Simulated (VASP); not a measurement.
# KBr (R-3m) in VASP: settings compared

Aim: see how the results for KBr move with the level of theory and the settings. Levels: PBE, r2SCAN, HSE06. Tasks: single point.

Program: VASP 6.6.1. These are calculated values, not measurements. Logs are shortened: lines on timing, memory, paths and dates and some standing lists are left out, and cuts for length are marked.

## 1. The cell of the first run

The structure is trigonal, space group R-3m (No. 166). Conventional cell: a = 4.583 Å, b = 4.583 Å, c = 11.682 Å, α = 90.00°, β = 90.00°, γ = 120.00°. Within 4.3 Å of K (site symmetry -3m) lie 6 Br at 3.29 Å. Within 4.3 Å of Br (site symmetry -3m) lie 6 K at 3.29 Å.

## 2. Single point, PBE (epitaxial 111 strain -1.9%)

Contents of INCAR:

```
ALGO = Normal ; EDIFF = 1E-6
ENCUT = 520 ; GGA = PE
ISIF = 2 ; ISMEAR = -1
LASPH = True ; LCHARG = False
LREAL = False ; LWAVE = False
NBANDS = 15 ; NELM = 80
PREC = Accurate ; SIGMA = 0.02
```

Contents of KPOINTS:

```
k-points
0
Gamma
  6 6 6
```

Contents of POSCAR:

```
KBr
1.0
    0.0878544637      3.3283502496      3.3283502496
    3.3283502496      0.0878544637      3.3283502496
    3.3283502496      3.3283502496      0.0878544637
K Br
1 1
Direct
    0.0000000000      0.0000000000      0.0000000000
    0.5000000000      0.5000000000      0.5000000000
```

Potentials or basis: VASP PAW PBE potentials, release 64 (K_sv, Br).

Started as:

```console
$ cat potpaw_PBE.64/K_sv/POTCAR potpaw_PBE.64/Br/POTCAR > POTCAR
$ mpirun -np 1 vasp_std > vasp.out
```

OUTCAR:

```text
EDIFF = 1E-6
   ENCUT = 520
   GGA = PE
   ISIF = 2
   ISMEAR = -1
   LASPH = True
   LREAL = False
   NELM = 80
   PREC = Accurate

 ion  position               nearest neighbor table
   1  0.000  0.000  0.000-   2 3.29   2 3.29   2 3.29   2 3.29   2 3.29   2 3.29
   2  0.500  0.500  0.500-   1 3.29   1 3.29   1 3.29   1 3.29   1 3.29   1 3.29

  LATTYP: Found a trigonal (rhomboedric) cell.
 ALAT       =     4.7078178783
 COS(alpha) =     0.5262124827

  Lattice vectors:

 A1 = (   0.0878544637,   3.3283502496,   3.3283502496)
 A2 = (   3.3283502496,   0.0878544637,   3.3283502496)
 A3 = (   3.3283502496,   3.3283502496,   0.0878544637)

Analysis of symmetry for initial positions (statically):
=====================================================================
 Subroutine PRICEL returns:
 Original cell was already a primitive cell.

 Routine SETGRP: Setting up the symmetry group for a
 trigonal (rhombohedral) supercell.

 Subroutine GETGRP returns: Found 12 space group operations
 (whereof 12 operations were pure point group operations)
 out of a pool of 12 trial point group operations.

The static configuration has the point symmetry D_3d.

Analysis of symmetry for dynamics (positions and initial velocities):
=====================================================================
 Subroutine PRICEL returns:
 Original cell was already a primitive cell.

 Routine SETGRP: Setting up the symmetry group for a
 trigonal (rhombohedral) supercell.

 Subroutine GETGRP returns: Found 12 space group operations
 (whereof 12 operations were pure point group operations)
 out of a pool of 12 trial point group operations.

The dynamic configuration has the point symmetry D_3d.

 Subroutine INISYM returns: Found 12 space group operations
 (whereof 12 operations are pure point group operations),
 and found     1 'primitive' translations

----------------------------------------------------------------------------------------

                                     Primitive cell

  volume of cell :      70.8233

  direct lattice vectors                    reciprocal lattice vectors
     0.087854464  3.328350250  3.328350250    -0.156307252  0.152287502  0.152287502
     3.328350250  0.087854464  3.328350250     0.152287502 -0.156307252  0.152287502
     3.328350250  3.328350250  0.087854464     0.152287502  0.152287502 -0.156307252

  length of vectors
     4.707817878  4.707817878  4.707817878     0.266110735  0.266110735  0.266110735

  position of ions in fractional coordinates (direct lattice)
     0.000000000  0.000000000  0.000000000
     0.500000000  0.500000000  0.500000000

  ion indices of the primitive-cell ions
   primitive index   ion index
                 1           1
                 2           2

----------------------------------------------------------------------------------------

 KPOINTS: k-points

Automatic generation of k-mesh.
 Grid dimensions read from file:
 generate k-points for:    6    6    6

 Generating k-lattice:

  Cartesian coordinates                     Fractional coordinates (reciprocal lattice)
    -0.026051209  0.025381250  0.025381250     0.166666667 -0.000000000 -0.000000000
     0.025381250 -0.026051209  0.025381250    -0.000000000  0.166666667 -0.000000000
     0.025381250  0.025381250 -0.026051209    -0.000000000 -0.000000000  0.166666667

  Length of vectors
     0.044351789  0.044351789  0.044351789

  Shift w.r.t. Gamma in fractional coordinates (k-lattice)
     0.000000000  0.000000000  0.000000000

 Subroutine IBZKPT returns following result:
 ===========================================

 Found     32 irreducible k-points:

 Following reciprocal coordinates:
            Coordinates               Weight
  0.000000  0.000000  0.000000      1.000000
  0.166667 -0.000000 -0.000000      6.000000
  0.333333  0.000000  0.000000      6.000000
  0.500000  0.000000 -0.000000      3.000000
  0.166667  0.166667 -0.000000      6.000000
  0.333333  0.166667 -0.000000     12.000000
[... 16 lines left out ...]
  0.500000  0.500000  0.166667      6.000000
 -0.333333  0.500000  0.166667     12.000000
 [... further k-points ...]
   k-points           NKPTS =     32   k-points in BZ     NKDIM =     32   number of bands    NBANDS=     15
   number of dos      NEDOS =    301   number of ions     NIONS =      2
   total plane-waves  NPLWV =  46656
   dimension x,y,z NGX =    36 NGY =   36 NGZ =   36
   dimension x,y,z NGXF=    72 NGYF=   72 NGZF=   72
   ions per type =               1   1
   NGX,Y,Z   is equivalent  to a cutoff of  12.71, 12.71, 12.71 a.u.
   NGXF,Y,Z  is equivalent  to a cutoff of  25.43, 25.43, 25.43 a.u.
 SYSTEM =  unknown system
   PREC   = accura    normal or accurate (medium, high low for compatibility)
   ISTART =      0    job   : 0-new  1-cont  2-samecut
   ICHARG =      2    charge: 1-file 2-atom 10-const
   ISPIN  =      1    spin polarized calculation?
   LNONCOLLINEAR =      F non collinear calculations
   LSORBIT =      F    spin-orbit coupling
   LASPH  =      T    aspherical Exc in radial PAW
   ENCUT  =  520.0 eV  38.22 Ry    6.18 a.u.   8.75  8.75  8.75*2*pi/ulx,y,z
   NELM   =     80;   NELMIN=  2; NELMDL= -5     # of ELM steps
   EDIFF  = 0.1E-05   stopping-criterion for ELM
   LREAL  =      F    real-space projection
   EDIFFG = 0.1E-04   stopping-criterion for IOM
   NSW    =      0    number of steps for IOM
   IBRION =     -1    ionic relax: 0-MD 1-quasi-New 2-CG
   NFREE  =      0    steps in history (QN), initial steepest desc. (CG)
   ISIF   =      2    stress and relaxation
   ISYM   =      2    0-nonsym 1-usesym 2-fastsym
   POTIM  = 0.5000    time-step for ionic-motion
   TEBEG  =    0.0;   TEEND  =   0.0 temperature during run
   PSTRESS=    0.0 pullay stress
   NELECT =      16.0000    total number of electrons
   NUPDOWN=      -1.0000    fix difference up-down
   EMIN   =  10.00;   EMAX   =-10.00  energy-range for DOS
   EFERMI =   0.00;   METHOD = LEGACY
   ISMEAR =    -1;   SIGMA  =   0.02  broadening in eV -4-tet -1-fermi 0-gaus
   EFERMI_NEDOS =   21; number of points for ismear=-14 and -15
   IALGO  =     38    algorithm
   IMIX   =      4    mixing-type and parameters
     AMIX     =   0.40;   BMIX     =  1.00
     AMIX_MAG =   1.60;   BMIX_MAG =  1.00
  volume/ion in A,a.u.               =      35.41       238.97
  Fermi-wavevector in a.u.,A,eV,Ry     =   0.997063  1.884177 13.526032  0.994135
  Thomas-Fermi vector in A             =   2.129194
   LORBIT       =      0    0 simple, 1 ext, 2 COOP (PROOUT), +10 PAW based schemes
   GGA     = PE    functional components
   LHFCALC =     F    Hartree Fock is set to
   AEXX    =    0.0000 exact exchange contribution
   IVDW    =     0    specifies the selected vdW correction
   LEPSILON=     F    determine dielectric tensor
   LRPA    =     F    only Hartree local field effects (RPA)
 non-spin polarized calculation
  energy-cutoff  :      520.00
  volume of cell :       70.82
 maximum number of plane-waves:      1928
   NGX = 17   NGY = 17   NGZ = 17

 number of electron      16.0000001 magnetization

 Free energy of the ion-electron system (eV)
  ---------------------------------------------------
  ext. energy  EPLUGINS =         0.00000000
  ---------------------------------------------------
  free energy    TOTEN  =        -6.20678788 eV

  energy without entropy =       -6.20678788  energy(sigma->0) =       -6.20678788

 E-fermi :  -1.2574     XC(G=0):  -7.4302

 val. band max:       -1.6457667478   @ k =   0.0000   0.0000   0.0000
 cond. band min:       2.7884794629   @ k =   0.0000   0.0000   0.0000
 fundamental gap:      4.4342462107
 Fermi energy:        -1.2573576506

 k-point     1 :       0.0000    0.0000    0.0000
  band No.  band energies     occupation
      1     -29.4357      2.00000
      2     -13.9889      2.00000
      3     -12.9150      2.00000
      4     -12.9150      2.00000
      5     -12.9115      2.00000
      6      -1.7392      2.00000
      7      -1.6458      2.00000
      8      -1.6458      2.00000
      9       2.7885      0.00000
     10       5.7278      0.00000
     11       6.0311      0.00000
     12       6.0311      0.00000
     13       6.7662      0.00000
     14       6.7662      0.00000
     15       9.9629      0.00000

 k-point     2 :       0.1667   -0.0000   -0.0000
  band No.  band energies     occupation
      1     -29.4341      2.00000
      2     -14.0393      2.00000
      3     -12.9173      2.00000
      4     -12.9130      2.00000
      5     -12.8458      2.00000
      6      -2.0390      2.00000
      7      -1.8223      2.00000
      8      -1.7411      2.00000
      9       3.4594      0.00000
     10       5.8282      0.00000
     11       6.1042      0.00000
     12       6.3641      0.00000
     13       7.1187      0.00000
     14       7.1469      0.00000
     15      10.9071      0.00000

 k-point     3 :       0.3333    0.0000    0.0000
  band No.  band energies     occupation
      1     -29.4309      2.00000
      2     -14.1259      2.00000
      3     -12.9218      2.00000
      4     -12.9150      2.00000
      5     -12.7216      2.00000
      6      -2.6338      2.00000
      7      -2.0000      2.00000
      8      -1.9192      2.00000
      9       4.5622      0.00000
     10       6.1004      0.00000
     11       7.0013      0.00000
     12       7.2574      0.00000
     13       8.0009      0.00000
     14       8.1027      0.00000
     15       9.9175      0.00000
[... 343 lines left out ...]
 k-point    23 :       0.5000    0.5000    0.1667
  band No.  band energies     occupation
      1     -29.4285      2.00000
      2     -13.9782      2.00000
      3     -12.9830      2.00000
      4     -12.9437      2.00000
      5     -12.8612      2.00000
      6      -2.4943      2.00000
      7      -2.1442      2.00000
      8      -1.9348      2.00000
      9       4.6082      0.00000
     10       5.7963      0.00000
     11       7.3212      0.00000
     12       7.9204      0.00000
     13       8.1083      0.00000
     14       8.7858      0.00000
     15       9.3241      0.00000

 k-point    24 :      -0.3333    0.5000    0.1667
  band No.  band energies     occupation
      1     -29.4278      2.00000
      2     -13.9628      2.00000
      3     -12.9977      2.00000
      4     -12.9647      2.00000
      5     -12.8466      2.00000
      6      -2.4021      2.00000
      7      -2.1833      2.00000
      8      -2.1190      2.00000
      9       4.9116      0.00000
     10       6.2992      0.00000
     11       6.6473      0.00000
     12       7.6066      0.00000
     13       8.3524      0.00000
     14       9.1676      0.00000
     15       9.7091      0.00000

 [... further k-points ...]

------------------------ aborting loop because EDIFF is reached ----------------------------------------

  FORCE on cell =-STRESS in cart. coord.  units (eV):
  Direction    XX          YY          ZZ          XY          YZ          ZX
  --------------------------------------------------------------------------------------
  -------------------------------------------------------------------------------------
  Total        0.4434018      0.4434018      0.4434018     -0.0622876     -0.0622876     -0.0622876
  in kB       10.0307129     10.0307129     10.0307129     -1.4090809     -1.4090809     -1.4090809
  external PRESSURE =      10.0307129 kB  Pullay stress =       0.0000000 kB

 VOLUME and BASIS-vectors are now :
 -----------------------------------------------------------------------------
  energy-cutoff  :      520.00
  volume of cell :       70.82
      direct lattice vectors                 reciprocal lattice vectors
     0.087854464  3.328350250  3.328350250    -0.156307252  0.152287502  0.152287502
     3.328350250  0.087854464  3.328350250     0.152287502 -0.156307252  0.152287502
     3.328350250  3.328350250  0.087854464     0.152287502  0.152287502 -0.156307252

 POSITION                                       TOTAL-FORCE (eV/Angst)
 -----------------------------------------------------------------------------------
      0.00000      0.00000      0.00000         0.000000     -0.000000     -0.000000
      3.37228      3.37228      3.37228        -0.000000      0.000000      0.000000
 -----------------------------------------------------------------------------------
    total drift:                                0.000000      0.000000      0.000000

  FREE ENERGIE OF THE ION-ELECTRON SYSTEM (eV)
  ---------------------------------------------------
  free  energy   TOTEN  =        -6.2067878801 eV

  energy  without entropy=       -6.2067878801  energy(sigma->0) =       -6.20678788
```

Run time: 27 s. Hardware: 1 thread of Intel Xeon Platinum 8488C (Sapphire Rapids), shared host; peak memory 0.21 GiB.

What came out:

* Free energy: -6.2068 eV
* Pressure: 1.0 GPa
* Band gap on the k mesh: 4.43 eV

Levels at points of the mesh, in eV from the valence-band top:
```csv
k point,band 4,band 5,band 6,band 7,band 8,band 9,band 10,band 11,band 12,band 13
"(0.00, 0.00, 0.00)",-11.27,-11.27,-0.09,0.00,0.00,4.43,7.37,7.68,7.68,8.41
"(0.50, 0.00, 0.00)",-11.27,-11.02,-1.24,-0.44,-0.36,6.58,8.27,9.68,9.91,9.92
"(0.50, 0.50, 0.00)",-11.31,-11.30,-0.86,-0.36,-0.28,5.81,7.22,9.35,9.55,9.67
"(0.50, 0.50, 0.50)",-11.27,-10.99,-1.25,-0.31,-0.31,6.60,8.12,9.68,9.68,10.22
```

Caveat: the cell differs from its parent crystal (epitaxial 111 strain -1.9%).

## 3. Single point, r2SCAN (epitaxial 111 strain -1.9%)

POSCAR is that of step 2.

Contents of INCAR.step1:

```
ALGO = Normal
EDIFF = 1E-4
ENCUT = 520
GGA = PE
ISMEAR = 0
LASPH = True
LCHARG = False
LREAL = False
LWAVE = True
NBANDS = 15
NELM = 100
PREC = Accurate
SIGMA = 0.01
```

Contents of INCAR.step2:

```
ALGO = Normal
EDIFF = 1E-6
ENCUT = 520
ISIF = 2
ISMEAR = 0
ISTART = 1
LASPH = True
LCHARG = False
LMIXTAU = True
LREAL = False
LWAVE = False
METAGGA = R2SCAN
NBANDS = 15
NELM = 100
PREC = Accurate
SIGMA = 0.01
```

KPOINTS is that of step 2.

Potentials or basis: VASP PAW PBE potentials, release 64 (K_sv, Br).

Started as:

```console
$ cat potpaw_PBE.64/K_sv/POTCAR potpaw_PBE.64/Br/POTCAR > POTCAR
$ cp INCAR.step1 INCAR
$ mpirun -np 1 vasp_std > vasp.out
$ cp INCAR.step2 INCAR
$ mpirun -np 1 vasp_std > vasp.out
```

Run time: 94 s. Hardware: 1 thread of Intel Xeon Platinum 8488C (Sapphire Rapids), shared host; peak memory 0.22 GiB.

It converged, with:

```
Free energy            : -23.2446 eV
Pressure               : 0.3 GPa
Band gap on the k mesh : 5.08 eV
```

Stress tensor (GPa, compression positive):
```
 0.30 -0.15 -0.15
-0.15  0.30 -0.15
-0.15 -0.15  0.30
```

Levels at points of the mesh, in eV from the valence-band top:
```tsv
k point	band 4	band 5	band 6	band 7	band 8	band 9	band 10	band 11	band 12	band 13
(0.00, 0.00, 0.00)	-11.60	-11.60	-0.10	0.00	0.00	5.08	7.99	8.31	8.31	9.20
(0.50, 0.00, 0.00)	-11.60	-11.35	-1.23	-0.43	-0.35	7.12	8.91	10.45	10.64	10.70
(0.50, 0.50, 0.00)	-11.64	-11.63	-0.88	-0.37	-0.28	6.31	8.05	10.18	10.18	10.56
(0.50, 0.50, 0.50)	-11.60	-11.32	-1.24	-0.31	-0.31	7.16	8.75	10.45	10.45	10.96
```

Caveat: the cell differs from its parent crystal (epitaxial 111 strain -1.9%); the PAW data sets were made with another functional, which shifts forces and pressure a little.

## 4. Single point, HSE06 (epitaxial 111 strain -1.9%)

POSCAR is that of step 3.

Contents of INCAR.step1:

```
  PREC = Accurate
  ENCUT = 520
  EDIFF = 1E-5
  ISMEAR = 0
  SIGMA = 0.01
  LREAL = F
  LASPH = T
  NELM = 80
  ALGO = Normal
  ISIF = 2
  LWAVE = T
  LCHARG = F
  GGA = PE
  NBANDS = 15
```

Contents of INCAR.step2:

```
  PREC = Accurate
  ENCUT = 520
  EDIFF = 1E-6
  ISMEAR = 0
  SIGMA = 0.01
  LREAL = F
  LASPH = T
  NELM = 80
  ALGO = Normal
  ISIF = 2
  LWAVE = F
  LCHARG = F
  GGA = PE
  LHFCALC = T
  HFSCREEN = 0.2079
  PRECFOCK = Normal
  ISTART = 1
  NBANDS = 15
```

Contents of KPOINTS:

```
regular mesh
0
Gamma
  4 4 4
```

Potentials or basis: VASP PAW PBE potentials, release 64 (K_sv, Br).

Started as:

```console
$ cat potpaw_PBE.64/K_sv/POTCAR potpaw_PBE.64/Br/POTCAR > POTCAR
$ cp INCAR.step1 INCAR
$ mpirun -np 1 vasp_std > vasp.out
$ cp INCAR.step2 INCAR
$ mpirun -np 1 vasp_std > vasp.out
```

OUTCAR:

```text
PREC = Accurate
   ENCUT = 520
   EDIFF = 1E-6
   ISMEAR = 0
   LREAL = F
   LASPH = T
   NELM = 80
   ISIF = 2
   GGA = PE
   LHFCALC = T
   HFSCREEN = 0.2079
   PRECFOCK = Normal
   ISTART = 1

 ion  position               nearest neighbor table
   1  0.000  0.000  0.000-   2 3.29   2 3.29   2 3.29   2 3.29   2 3.29   2 3.29
   2  0.500  0.500  0.500-   1 3.29   1 3.29   1 3.29   1 3.29   1 3.29   1 3.29

[... 420 lines left out ...]
     15       9.9759      0.00000

------------------------ aborting loop because EDIFF is reached ----------------------------------------

  FORCE on cell =-STRESS in cart. coord.  units (eV):
  Direction    XX          YY          ZZ          XY          YZ          ZX
  --------------------------------------------------------------------------------------
  -------------------------------------------------------------------------------------
  Total        0.3204673      0.3204673      0.3204673     -0.0661816     -0.0661816     -0.0661816
  in kB        7.2496681      7.2496681      7.2496681     -1.4971708     -1.4971708     -1.4971708
  external PRESSURE =       7.2496681 kB  Pullay stress =       0.0000000 kB

 VOLUME and BASIS-vectors are now :
 -----------------------------------------------------------------------------
  energy-cutoff  :      520.00
  volume of cell :       70.82
      direct lattice vectors                 reciprocal lattice vectors
     0.087854464  3.328350250  3.328350250    -0.156307252  0.152287502  0.152287502
     3.328350250  0.087854464  3.328350250     0.152287502 -0.156307252  0.152287502
     3.328350250  3.328350250  0.087854464     0.152287502  0.152287502 -0.156307252

 POSITION                                       TOTAL-FORCE (eV/Angst)
 -----------------------------------------------------------------------------------
      0.00000      0.00000      0.00000         0.000000     -0.000000     -0.000000
      3.37228      3.37228      3.37228        -0.000000      0.000000      0.000000
 -----------------------------------------------------------------------------------
    total drift:                                0.000000     -0.000001      0.000000

  FREE ENERGIE OF THE ION-ELECTRON SYSTEM (eV)
  ---------------------------------------------------
  free  energy   TOTEN  =        -7.1623266269 eV

  energy  without entropy=       -7.1623266269  energy(sigma->0) =       -7.16232663
```

It took 12 min on 1 thread of Intel Xeon Platinum 8488C (Sapphire Rapids), shared host; peak memory 0.32 GiB.

Results:

```
Free energy            : -7.1623 eV
Pressure               : 0.7 GPa
Band gap on the k mesh : 5.60 eV
```

Levels at points of the mesh, in eV from the valence-band top:
```
           k point  band 5  band 6  band 7  band 8  band 9  band 10  band 11  band 12
(0.00, 0.00, 0.00)  -12.10   -0.10    0.00    0.00    5.60     8.72     9.05     9.05
(0.50, 0.00, 0.00)  -11.84   -1.30   -0.45   -0.37    7.74     9.64    11.21    11.30
(0.50, 0.50, 0.00)  -12.14   -0.92   -0.39   -0.30    7.02     8.51    10.83    10.96
(0.50, 0.50, 0.50)  -11.81   -1.31   -0.32   -0.32    7.77     9.47    11.31    11.31
```

Caveat: the cell differs from its parent crystal (epitaxial 111 strain -1.9%); the PAW data sets were made with another functional, which shifts forces and pressure a little.

## 5. Summary

```tsv
level	k mesh	smearing	grid for exact exchange (PRECFOCK)	share of exact exchange	screening parameter	gap on the mesh (eV)	pressure (GPa)
PBE	6 × 6 × 6	fermi-dirac 0.02 eV	-	-	-	4.43	1.0
r2SCAN	6 × 6 × 6	gaussian 0.01 eV	-	-	-	5.08	0.3
HSE06	4 × 4 × 4	gaussian 0.01 eV	Normal	0.25	0.2079 1/Å	5.60	0.7
```

Alike in all rows: task single point; potentials or basis VASP PAW PBE potentials, release 64 (K_sv, Br); no spin polarisation; cell as given; cutoff (eV) 520.

Caveats: the PAW data sets were made with another functional, which shifts forces and pressure a little (at least some runs).

Absolute energies hang on the potentials; compare differences alone.
